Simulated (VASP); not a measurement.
# ZnS (ref) in VASP: a series of runs, part 2 of 2

VASP 6.6.1.

### Step 3. Single point, r2SCAN

POSCAR reads:

```
ZnS
1.0
    3.8068031196      0.0000000000      0.0000000000
   -1.9034015598      3.2967882088      0.0000000000
    0.0000000000      0.0000000000      6.2465812868
Zn S
2 2
Direct
    0.3333333333      0.6666666667     -0.0625000000
    0.6666666667      0.3333333333      0.4375000000
    0.3333333333      0.6666666667      0.4375000000
    0.6666666667      0.3333333333      0.9375000000
```

INCAR.step1 reads:

```
SYSTEM = ZnS
PREC = Accurate ; ENCUT = 520
ISMEAR = 0 ; SIGMA = 0.01
LREAL = .FALSE. ; LASPH = .TRUE.
NELM = 60 ; NBANDS = 26
GGA = PE ; ALGO = Normal
EDIFF = 1E-4 ; LWAVE = .TRUE.
LCHARG = .FALSE.
```

INCAR.step2 reads:

```
SYSTEM = ZnS
PREC = Accurate ; ENCUT = 520
EDIFF = 1E-6 ; ISMEAR = 0
SIGMA = 0.01 ; LREAL = .FALSE.
LASPH = .TRUE. ; NELM = 60
ALGO = Normal ; ISIF = 2
LWAVE = .FALSE. ; LCHARG = .FALSE.
METAGGA = R2SCAN ; LMIXTAU = .TRUE.
NBANDS = 26 ; ISTART = 1
```

KPOINTS reads:

```
regular mesh
0
G
  9 9 6
  0 0 0
```

Potentials or basis: VASP PAW PBE potentials, release 64 (Zn, S).

Run with:

```
$ cat potpaw_PBE.64/Zn/POTCAR potpaw_PBE.64/S/POTCAR > POTCAR
$ cp INCAR.step1 INCAR
$ mpirun -np 1 vasp_std > vasp.out
$ cp INCAR.step2 INCAR
$ mpirun -np 1 vasp_std > vasp.out
```

OUTCAR:

```text
SYSTEM = ZnS
   PREC = Accurate
   ENCUT = 520
   EDIFF = 1E-6
   ISMEAR = 0
   LREAL = .FALSE.
   LASPH = .TRUE.
   NELM = 60
   ISIF = 2
   METAGGA = R2SCAN
   ISTART = 1

 ion  position               nearest neighbor table
   1  0.333  0.667  0.938-   4 2.20   4 2.20   4 2.20
   2  0.667  0.333  0.438-   3 2.20   3 2.20   3 2.20
   3  0.333  0.667  0.438-   2 2.20   2 2.20   2 2.20
   4  0.667  0.333  0.938-   1 2.20   1 2.20   1 2.20

  LATTYP: Found a hexagonal cell.
 ALAT       =     3.8068031196
 C/A-ratio  =     1.6408994872

  Lattice vectors:

 A1 = (   3.8068031196,   0.0000000000,   0.0000000000)
 A2 = (  -1.9034015598,   3.2967882088,   0.0000000000)
 A3 = (   0.0000000000,   0.0000000000,   6.2465812868)

Analysis of symmetry for initial positions (statically):
=====================================================================
 Subroutine PRICEL returns:
 Original cell was already a primitive cell.

 Routine SETGRP: Setting up the symmetry group for a
 hexagonal supercell.

 Subroutine GETGRP returns: Found 24 space group operations
 (whereof  6 operations were pure point group operations)
 out of a pool of 24 trial point group operations.

The static configuration has the point symmetry C_3v.
 The point group associated with its full space group is D_6h.

Analysis of symmetry for dynamics (positions and initial velocities):
=====================================================================
 Subroutine PRICEL returns:
 Original cell was already a primitive cell.

 Routine SETGRP: Setting up the symmetry group for a
 hexagonal supercell.

 Subroutine GETGRP returns: Found 24 space group operations
 (whereof  6 operations were pure point group operations)
 out of a pool of 24 trial point group operations.

The dynamic configuration has the point symmetry C_3v.
 The point group associated with its full space group is D_6h.

 Subroutine INISYM returns: Found 24 space group operations
 (whereof  6 operations are pure point group operations),
 and found     1 'primitive' translations

----------------------------------------------------------------------------------------

                                     Primitive cell

  volume of cell :      78.3960

  direct lattice vectors                    reciprocal lattice vectors
     3.806803120  0.000000000  0.000000000     0.262687607  0.151662760  0.000000000
    -1.903401560  3.296788209  0.000000000     0.000000000  0.303325521  0.000000000
     0.000000000  0.000000000  6.246581287     0.000000000  0.000000000  0.160087567

  length of vectors
     3.806803120  3.806803120  6.246581287     0.303325521  0.303325521  0.160087567

  position of ions in fractional coordinates (direct lattice)
     0.333333333  0.666666667  0.937500000
     0.666666667  0.333333333  0.437500000
     0.333333333  0.666666667  0.437500000
     0.666666667  0.333333333  0.937500000

  ion indices of the primitive-cell ions
   primitive index   ion index
                 1           1
                 2           2
                 3           3
                 4           4

----------------------------------------------------------------------------------------

 KPOINTS: regular mesh

Automatic generation of k-mesh.
 Grid dimensions read from file:
 generate k-points for:    9    9    6

 Generating k-lattice:

  Cartesian coordinates                     Fractional coordinates (reciprocal lattice)
     0.029187512  0.016851418  0.000000000     0.111111111  0.000000000  0.000000000
     0.000000000  0.033702836  0.000000000     0.000000000  0.111111111  0.000000000
     0.000000000  0.000000000  0.026681261     0.000000000  0.000000000  0.166666667

  Length of vectors
     0.033702836  0.033702836  0.026681261

  Shift w.r.t. Gamma in fractional coordinates (k-lattice)
     0.000000000  0.000000000  0.000000000

 Subroutine IBZKPT returns following result:
 ===========================================

 Found     48 irreducible k-points:

 Following reciprocal coordinates:
            Coordinates               Weight
  0.000000  0.000000  0.000000      1.000000
  0.111111  0.000000  0.000000      6.000000
  0.222222  0.000000  0.000000      6.000000
  0.333333  0.000000  0.000000      6.000000
  0.444444  0.000000  0.000000      6.000000
  0.111111  0.111111  0.000000      6.000000
[... 16 lines left out ...]
  0.333333  0.222222  0.166667     24.000000
  0.333333  0.333333  0.166667      4.000000
 [... further k-points ...]
   k-points           NKPTS =     48   k-points in BZ     NKDIM =     48   number of bands    NBANDS=     26
   number of dos      NEDOS =    301   number of ions     NIONS =      4
   total plane-waves  NPLWV =  37632
   dimension x,y,z NGX =    28 NGY =   28 NGZ =   48
   dimension x,y,z NGXF=    56 NGYF=   56 NGZF=   96
   ions per type =               2   2
   NGX,Y,Z   is equivalent  to a cutoff of  12.23, 12.23, 12.77 a.u.
   NGXF,Y,Z  is equivalent  to a cutoff of  24.46, 24.46, 25.55 a.u.
 SYSTEM =  ZnS
   PREC   = accura    normal or accurate (medium, high low for compatibility)
   ISTART =      1    job   : 0-new  1-cont  2-samecut
   ICHARG =      0    charge: 1-file 2-atom 10-const
   ISPIN  =      1    spin polarized calculation?
   LNONCOLLINEAR =      F non collinear calculations
   LSORBIT =      F    spin-orbit coupling
   LASPH  =      T    aspherical Exc in radial PAW
   ENCUT  =  520.0 eV  38.22 Ry    6.18 a.u.   7.08  7.08 11.61*2*pi/ulx,y,z
   NELM   =     60;   NELMIN=  2; NELMDL=  0     # of ELM steps
   EDIFF  = 0.1E-05   stopping-criterion for ELM
   LREAL  =      F    real-space projection
   EDIFFG = 0.1E-04   stopping-criterion for IOM
   NSW    =      0    number of steps for IOM
   IBRION =     -1    ionic relax: 0-MD 1-quasi-New 2-CG
   NFREE  =      0    steps in history (QN), initial steepest desc. (CG)
   ISIF   =      2    stress and relaxation
   ISYM   =      2    0-nonsym 1-usesym 2-fastsym
   POTIM  = 0.5000    time-step for ionic-motion
   TEBEG  =    0.0;   TEEND  =   0.0 temperature during run
   PSTRESS=    0.0 pullay stress
   NELECT =      36.0000    total number of electrons
   NUPDOWN=      -1.0000    fix difference up-down
   EMIN   =  10.00;   EMAX   =-10.00  energy-range for DOS
   EFERMI =   0.00;   METHOD = LEGACY
   ISMEAR =     0;   SIGMA  =   0.01  broadening in eV -4-tet -1-fermi 0-gaus
   EFERMI_NEDOS =   21; number of points for ismear=-14 and -15
   IALGO  =     38    algorithm
   IMIX   =      4    mixing-type and parameters
     AMIX     =   0.40;   BMIX     =  1.00
     AMIX_MAG =   1.60;   BMIX_MAG =  1.00
  volume/ion in A,a.u.               =      19.60       132.26
  Fermi-wavevector in a.u.,A,eV,Ry     =   1.263022  2.386766 21.704361  1.595226
  Thomas-Fermi vector in A             =   2.396401
   LORBIT       =      0    0 simple, 1 ext, 2 COOP (PROOUT), +10 PAW based schemes
   METAGGA = R2SCAN    functional components
   LHFCALC =     F    Hartree Fock is set to
   AEXX    =    0.0000 exact exchange contribution
   IVDW    =     0    specifies the selected vdW correction
   LEPSILON=     F    determine dielectric tensor
   LRPA    =     F    only Hartree local field effects (RPA)
 non-spin polarized calculation
 Gauss-broadening in eV      SIGMA  =   0.01
  energy-cutoff  :      520.00
  volume of cell :       78.40
 maximum number of plane-waves:      2130
   NGX = 15   NGY = 15   NGZ = 23

 number of electron      35.9999979 magnetization

 Free energy of the ion-electron system (eV)
  ---------------------------------------------------
  ext. energy  EPLUGINS =         0.00000000
  ---------------------------------------------------
  free energy    TOTEN  =       -36.88884485 eV

  energy without entropy =      -36.88884485  energy(sigma->0) =      -36.88884485

 E-fermi :   1.7777     XC(G=0): -10.2725

 val. band max:        1.6845269793   @ k =   0.0000   0.0000   0.0000
 cond. band min:       4.8032127524   @ k =   0.0000   0.0000   0.0000
 fundamental gap:      3.1186857731
 Fermi energy:         1.7777271381

 k-point     1 :       0.0000    0.0000    0.0000
  band No.  band energies     occupation
      1     -12.0097      2.00000
      2     -11.2336      2.00000
      3      -5.1559      2.00000
      4      -5.1557      2.00000
      5      -5.1316      2.00000
      6      -5.1315      2.00000
[... 18 lines left out ...]
     25      11.2486      0.00000
     26      11.7659      0.00000
[... 644 lines left out ...]
      4      -4.8568      2.00000
      5      -4.6322      2.00000
      6      -4.6085      2.00000
[... 18 lines left out ...]
     25      12.4583      0.00000
     26      12.7996      0.00000

 [... further k-points ...]
[... 5 lines left out ...]
  --------------------------------------------------------------------------------------
  -------------------------------------------------------------------------------------
  Total        4.1922224      4.1922224      0.1236486      0.0000000     -0.0000000      0.0000000
  in kB       85.6763665     85.6763665      2.5270040      0.0000000     -0.0000000      0.0000000
  external PRESSURE =      57.9599123 kB  Pullay stress =       0.0000000 kB

 VOLUME and BASIS-vectors are now :
 -----------------------------------------------------------------------------
  energy-cutoff  :      520.00
  volume of cell :       78.40
      direct lattice vectors                 reciprocal lattice vectors
     3.806803120  0.000000000  0.000000000     0.262687607  0.151662760  0.000000000
    -1.903401560  3.296788209  0.000000000     0.000000000  0.303325521  0.000000000
     0.000000000  0.000000000  6.246581287     0.000000000  0.000000000  0.160087567

 POSITION                                       TOTAL-FORCE (eV/Angst)
 -----------------------------------------------------------------------------------
     -0.00000      2.19786      5.85617         0.000000     -0.000000     -0.000000
      1.90340      1.09893      2.73288        -0.000000      0.000000      0.000000
     -0.00000      2.19786      2.73288        -0.000000      0.000000      0.000000
      1.90340      1.09893      5.85617         0.000000     -0.000000      0.000000
 -----------------------------------------------------------------------------------
    total drift:                               -0.000000      0.000000      0.000000

  FREE ENERGIE OF THE ION-ELECTRON SYSTEM (eV)
  ---------------------------------------------------
  free  energy   TOTEN  =       -36.8888448508 eV

  energy  without entropy=      -36.8888448508  energy(sigma->0) =      -36.88884485
```

It took 3.1 min on 1 thread of Intel Xeon Platinum 8375C at 2.90GHz (Ice Lake), shared host; peak memory 0.24 GiB.

Results:

- Free energy: -36.8888 eV
- Pressure: 5.8 GPa
- Band gap on the k mesh: 3.12 eV, direct

Stress tensor (GPa, compression positive):
```
8.57 0.00 0.00
0.00 8.57 0.00
0.00 0.00 0.25
```

Levels at points of the mesh, in eV from the valence-band top:
```
           k point  band 14  band 15  band 16  band 17  band 18  band 19  band 20  band 21  band 22  band 23
(0.00, 0.00, 0.00)    -0.53    -0.53    -0.02     0.00     0.00     3.12     3.27     6.81     6.81     7.79
(0.00, 0.00, 0.50)    -2.21    -0.27    -0.27    -0.27    -0.27     3.87     3.87     7.12     7.12     7.12
```

Caveat: the PAW data sets were made with another functional, which shifts forces and pressure a little. A k mesh can miss the band edges.
